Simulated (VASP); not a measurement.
# BaS (R3m) in VASP: single point with PBE

Aim: the single point of BaS with PBE.

Everything below comes from runs of VASP 6.6.1. Logs are shortened: lines on timing, memory, paths and dates and some standing lists are left out, and cuts for length are marked.

**1. The cell of the first run**

The structure is trigonal, space group R3m (No. 160). The conventional cell has a = 4.984 Å, b = 4.984 Å, c = 12.170 Å, α = 90.00°, β = 90.00°, γ = 120.00°. Within 4.0 Å of Ba (site symmetry 3m) lie 4 S at 3.05 Å. S (site symmetry 3m) has 4 Ba at 3.05 Å within 4.0 Å.

**2. Single point, PBE**

INCAR reads:

```
SYSTEM = BaS
ALGO = Normal
EDIFF = 1E-6
ENCUT = 500
GGA = PE
GGA_COMPAT = .FALSE.
ISIF = 2
ISMEAR = 0
LASPH = .TRUE.
LCHARG = .TRUE.
LELF = .TRUE.
LREAL = .FALSE.
LVHAR = .TRUE.
LWAVE = .FALSE.
NBANDS = 15
NELM = 120
PREC = Accurate
SIGMA = 0.15
```

KPOINTS reads:

```
k-points
0
G
  4 4 4
  0 0 0
```

POSCAR reads:

```
BaS
1.0
    2.4921921308      1.4388677996      4.0567094028
   -2.4921921308      1.4388677996      4.0567094028
    0.0000000000     -2.8777355933      4.0567094049
Ba S
1 1
Direct
    0.9912891728      0.9912891728      0.9912891728
    0.2417108572      0.2417108572      0.2417108572
```

Potentials or basis: VASP PAW PBE potentials, release 64 (Ba_sv, S).

The run is started by

```
$ cat potpaw_PBE.64/Ba_sv/POTCAR potpaw_PBE.64/S/POTCAR > POTCAR
$ mpirun -np 1 vasp_std > vasp.out
```

OUTCAR:

```text
SYSTEM = BaS
   EDIFF = 1E-6
   ENCUT = 500
   GGA = PE
   ISIF = 2
   ISMEAR = 0
   LASPH = .TRUE.
   LREAL = .FALSE.
   NELM = 120
   PREC = Accurate

 ion  position               nearest neighbor table
   1  0.991  0.991  0.991-   2 3.05   2 3.05   2 3.05   2 3.05
   2  0.242  0.242  0.242-   1 3.05   1 3.05   1 3.05   1 3.05

  LATTYP: Found a trigonal (rhomboedric) cell.
 ALAT       =     4.9737564617
 COS(alpha) =     0.4978609418

  Lattice vectors:

 A1 = (   2.4921921308,   1.4388677996,   4.0567094028)
 A2 = (  -2.4921921308,   1.4388677996,   4.0567094028)
 A3 = (   0.0000000000,  -2.8777355933,   4.0567094049)

Analysis of symmetry for initial positions (statically):
=====================================================================
 Subroutine PRICEL returns:
 Original cell was already a primitive cell.

 Routine SETGRP: Setting up the symmetry group for a
 trigonal (rhombohedral) supercell.

 Subroutine GETGRP returns: Found  6 space group operations
 (whereof  6 operations were pure point group operations)
 out of a pool of 12 trial point group operations.

The static configuration has the point symmetry C_3v.

Analysis of symmetry for dynamics (positions and initial velocities):
=====================================================================
 Subroutine PRICEL returns:
 Original cell was already a primitive cell.

 Routine SETGRP: Setting up the symmetry group for a
 trigonal (rhombohedral) supercell.

 Subroutine GETGRP returns: Found  6 space group operations
 (whereof  6 operations were pure point group operations)
 out of a pool of 12 trial point group operations.

The dynamic configuration has the point symmetry C_3v.

 Subroutine INISYM returns: Found  6 space group operations
 (whereof  6 operations are pure point group operations),
 and found     1 'primitive' translations

----------------------------------------------------------------------------------------

                                     Primitive cell

  volume of cell :      87.2826

  direct lattice vectors                    reciprocal lattice vectors
     2.492192131  1.438867800  4.056709403     0.200626586  0.115831814  0.082168403
    -2.492192131  1.438867800  4.056709403    -0.200626586  0.115831814  0.082168403
     0.000000000 -2.877735593  4.056709405     0.000000000 -0.231663627  0.082168403

  length of vectors
     4.973756462  4.973756462  4.973756462     0.245804155  0.245804155  0.245804155

  position of ions in fractional coordinates (direct lattice)
     0.991289173  0.991289173  0.991289173
     0.241710857  0.241710857  0.241710857

  ion indices of the primitive-cell ions
   primitive index   ion index
                 1           1
                 2           2

----------------------------------------------------------------------------------------

 KPOINTS: k-points

Automatic generation of k-mesh.
 Grid dimensions read from file:
 generate k-points for:    4    4    4

 Generating k-lattice:

  Cartesian coordinates                     Fractional coordinates (reciprocal lattice)
     0.050156647  0.028957953  0.020542101     0.250000000  0.000000000  0.000000000
    -0.050156647  0.028957953  0.020542101     0.000000000  0.250000000  0.000000000
     0.000000000 -0.057915907  0.020542101     0.000000000  0.000000000  0.250000000

  Length of vectors
     0.061451039  0.061451039  0.061451039

  Shift w.r.t. Gamma in fractional coordinates (k-lattice)
     0.000000000  0.000000000  0.000000000

 Subroutine IBZKPT returns following result:
 ===========================================

 Found     13 irreducible k-points:

 Following reciprocal coordinates:
            Coordinates               Weight
  0.000000  0.000000  0.000000      1.000000
  0.250000 -0.000000  0.000000      6.000000
  0.500000 -0.000000  0.000000      3.000000
  0.250000  0.250000  0.000000      6.000000
  0.500000  0.250000  0.000000     12.000000
 -0.250000  0.250000  0.000000      6.000000
  0.500000  0.500000  0.000000      3.000000
  0.250000  0.250000  0.250000      2.000000
  0.500000  0.250000  0.250000      6.000000
 -0.250000  0.250000  0.250000      6.000000
  0.500000  0.500000  0.250000      6.000000
 -0.250000  0.500000  0.250000      6.000000
  0.500000  0.500000  0.500000      1.000000
   k-points           NKPTS =     13   k-points in BZ     NKDIM =     13   number of bands    NBANDS=     15
   number of dos      NEDOS =    301   number of ions     NIONS =      2
   total plane-waves  NPLWV =  46656
   dimension x,y,z NGX =    36 NGY =   36 NGZ =   36
   dimension x,y,z NGXF=    72 NGYF=   72 NGZF=   72
   ions per type =               1   1
   NGX,Y,Z   is equivalent  to a cutoff of  12.03, 12.03, 12.03 a.u.
   NGXF,Y,Z  is equivalent  to a cutoff of  24.07, 24.07, 24.07 a.u.
 SYSTEM =  BaS
   PREC   = accura    normal or accurate (medium, high low for compatibility)
   ISTART =      0    job   : 0-new  1-cont  2-samecut
   ICHARG =      2    charge: 1-file 2-atom 10-const
   ISPIN  =      1    spin polarized calculation?
   LNONCOLLINEAR =      F non collinear calculations
   LSORBIT =      F    spin-orbit coupling
   LASPH  =      T    aspherical Exc in radial PAW
   ENCUT  =  500.0 eV  36.75 Ry    6.06 a.u.   9.07  9.07  9.07*2*pi/ulx,y,z
   NELM   =    120;   NELMIN=  2; NELMDL= -5     # of ELM steps
   EDIFF  = 0.1E-05   stopping-criterion for ELM
   LREAL  =      F    real-space projection
   EDIFFG = 0.1E-04   stopping-criterion for IOM
   NSW    =      0    number of steps for IOM
   IBRION =     -1    ionic relax: 0-MD 1-quasi-New 2-CG
   NFREE  =      0    steps in history (QN), initial steepest desc. (CG)
   ISIF   =      2    stress and relaxation
   ISYM   =      2    0-nonsym 1-usesym 2-fastsym
   POTIM  = 0.5000    time-step for ionic-motion
   TEBEG  =    0.0;   TEEND  =   0.0 temperature during run
   PSTRESS=    0.0 pullay stress
   NELECT =      16.0000    total number of electrons
   NUPDOWN=      -1.0000    fix difference up-down
   EMIN   =  10.00;   EMAX   =-10.00  energy-range for DOS
   EFERMI =   0.00;   METHOD = LEGACY
   ISMEAR =     0;   SIGMA  =   0.15  broadening in eV -4-tet -1-fermi 0-gaus
   EFERMI_NEDOS =   21; number of points for ismear=-14 and -15
   IALGO  =     38    algorithm
   IMIX   =      4    mixing-type and parameters
     AMIX     =   0.40;   BMIX     =  1.00
     AMIX_MAG =   1.60;   BMIX_MAG =  1.00
  volume/ion in A,a.u.               =      43.64       294.51
  Fermi-wavevector in a.u.,A,eV,Ry     =   0.929977  1.757402 11.767102  0.864858
  Thomas-Fermi vector in A             =   2.056317
   LORBIT       =      0    0 simple, 1 ext, 2 COOP (PROOUT), +10 PAW based schemes
   GGA     = PE    functional components
   LHFCALC =     F    Hartree Fock is set to
   AEXX    =    0.0000 exact exchange contribution
   IVDW    =     0    specifies the selected vdW correction
   LEPSILON=     F    determine dielectric tensor
   LRPA    =     F    only Hartree local field effects (RPA)
 non-spin polarized calculation
 Gauss-broadening in eV      SIGMA  =   0.15
  energy-cutoff  :      500.00
  volume of cell :       87.28
 maximum number of plane-waves:      2234
   NGX = 19   NGY = 19   NGZ = 19

 number of electron      16.0000001 magnetization

 Free energy of the ion-electron system (eV)
  ---------------------------------------------------
  ext. energy  EPLUGINS =         0.00000000
  ---------------------------------------------------
  free energy    TOTEN  =        -9.73402067 eV

  energy without entropy =       -9.73402067  energy(sigma->0) =       -9.73402067

 E-fermi :   0.5992     XC(G=0):  -7.1734

 val. band max:       -0.1798568266   @ k =  -0.2500   0.5000   0.2500
 cond. band min:       2.5809515926   @ k =   0.0000   0.0000   0.0000
 fundamental gap:      2.7608084191
 Fermi energy:         0.5991591596

 k-point     1 :       0.0000    0.0000    0.0000
  band No.  band energies     occupation
      1     -26.2763      2.00000
      2     -11.4565      2.00000
      3     -11.4564      2.00000
      4     -11.4564      2.00000
      5     -10.0871      2.00000
      6      -0.8571      2.00000
      7      -0.8571      2.00000
      8      -0.8496      2.00000
      9       2.5810      0.00000
     10       4.8646      0.00000
     11       4.8646      0.00000
     12       6.7763      0.00000
     13       6.7869      0.00000
     14       6.7869      0.00000
     15       9.7631      0.00000

 k-point     2 :       0.2500   -0.0000    0.0000
  band No.  band energies     occupation
      1     -26.2691      2.00000
      2     -11.8171      2.00000
      3     -11.4760      2.00000
      4     -11.4757      2.00000
      5      -9.7145      2.00000
      6      -0.9291      2.00000
      7      -0.7206      2.00000
      8      -0.7165      2.00000
      9       3.6630      0.00000
     10       4.6356      0.00000
     11       4.6483      0.00000
     12       6.2276      0.00000
     13       7.1516      0.00000
     14       7.1621      0.00000
     15       7.5725      0.00000

 k-point     3 :       0.5000   -0.0000    0.0000
  band No.  band energies     occupation
      1     -26.2619      2.00000
      2     -12.0742      2.00000
      3     -11.4953      2.00000
      4     -11.4948      2.00000
      5      -9.4563      2.00000
      6      -0.7788      2.00000
      7      -0.5981      2.00000
      8      -0.5971      2.00000
      9       4.2592      0.00000
     10       5.0428      0.00000
     11       5.0752      0.00000
     12       5.2535      0.00000
     13       6.1784      0.00000
     14       6.1942      0.00000
     15       8.3485      0.00000
[... 145 lines left out ...]
 k-point    12 :      -0.2500    0.5000    0.2500
  band No.  band energies     occupation
      1     -26.2570      2.00000
      2     -12.1255      2.00000
      3     -11.5988      2.00000
      4     -11.5547      2.00000
      5      -9.2546      2.00000
      6      -0.7783      2.00000
      7      -0.6964      2.00000
      8      -0.1799      2.00000
      9       3.2279      0.00000
     10       4.1135      0.00000
     11       5.7156      0.00000
     12       6.1698      0.00000
     13       7.2063      0.00000
     14       8.3303      0.00000
     15       8.4544      0.00000

 k-point    13 :       0.5000    0.5000    0.5000
  band No.  band energies     occupation
      1     -26.2617      2.00000
      2     -12.0736      2.00000
      3     -11.4957      2.00000
      4     -11.4957      2.00000
      5      -9.4607      2.00000
      6      -0.7708      2.00000
      7      -0.6017      2.00000
      8      -0.6017      2.00000
      9       4.2635      0.00000
     10       5.0626      0.00000
     11       5.0626      0.00000
     12       5.2534      0.00000
     13       6.1983      0.00000
     14       6.1983      0.00000
     15       8.3840      0.00000

------------------------ aborting loop because EDIFF is reached ----------------------------------------

  FORCE on cell =-STRESS in cart. coord.  units (eV):
  Direction    XX          YY          ZZ          XY          YZ          ZX
  --------------------------------------------------------------------------------------
  -------------------------------------------------------------------------------------
  Total        0.1721089      0.1721089      0.1988181      0.0000000      0.0000000      0.0000000
  in kB        3.1592676      3.1592676      3.6495467      0.0000000      0.0000000      0.0000000
  external PRESSURE =       3.3226939 kB  Pullay stress =       0.0000000 kB

 VOLUME and BASIS-vectors are now :
 -----------------------------------------------------------------------------
  energy-cutoff  :      500.00
  volume of cell :       87.28
      direct lattice vectors                 reciprocal lattice vectors
     2.492192131  1.438867800  4.056709403     0.200626586  0.115831814  0.082168403
    -2.492192131  1.438867800  4.056709403    -0.200626586  0.115831814  0.082168403
     0.000000000 -2.877735593  4.056709405     0.000000000 -0.231663627  0.082168403

 POSITION                                       TOTAL-FORCE (eV/Angst)
 -----------------------------------------------------------------------------------
      0.00000      0.00000     12.06412         0.000000     -0.000000     -0.000534
      0.00000      0.00000      2.94165         0.000000      0.000000      0.000534
 -----------------------------------------------------------------------------------
    total drift:                               -0.000000      0.000000      0.000113

  FREE ENERGIE OF THE ION-ELECTRON SYSTEM (eV)
  ---------------------------------------------------
  free  energy   TOTEN  =        -9.7340206739 eV

  energy  without entropy=       -9.7340206739  energy(sigma->0) =       -9.73402067
```

Run time: 26 s. Hardware: 1 thread of Intel Xeon Platinum 8375C at 2.90GHz (Ice Lake), shared host; peak memory 0.2 GiB.

Results:

| Item | Value |
| --- | --- |
| Free energy | -9.7340 eV |
| Pressure | 0.3 GPa |
| Band gap on the k mesh | 2.76 eV, indirect (least direct gap 3.41 eV) |

Caveat: spin-orbit coupling is left out, which moves the levels of the heavy elements. A k mesh can miss the band edges.
